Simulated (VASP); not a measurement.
TePt:

```
Pt Te
1.0
     3.95488    0.00000    0.00000
    -1.97744    3.42502    0.00000
     0.00000    0.00000    3.85976
Pt Te
1 1
Direct
  0.00000 0.00000 0.00000
  0.66667 0.33333 0.50000
```

Base run:

```yaml
Program: VASP 6.6.1
Functional: LDA
Potentials_or_basis: VASP PAW LDA potentials, release 64 (Pt, Te)
Cutoff: 500 eV
k_mesh: 6 × 6 × 5
Occupations: gaussian, width 0.05 eV
Spin: collinear spin, ferromagnetic start
Starting_moments: "[0.58, 0.0] μB"
Hubbard_terms: Pt d U = 4.0 eV
```

Its results: band gap on the k mesh zero (filled and empty bands overlap); pressure -18.0 GPa; net moment 0.00 μB per cell.

Problem. The run is repeated on the same cell with these changes: hubbard terms from Pt d U = 4.0 eV to Pt d U = 7.0 eV; moments at the start from [0.58, 0.0] to [0.5, 0.0]. What comes out?

Solution. Band gap on the k mesh zero (filled and empty bands overlap); pressure -19.2 GPa; net moment 0.00 μB per cell.

Caveats: spin-orbit coupling is left out, which moves the levels of the heavy elements; the U is typed as a test and isn't derived for this compound.
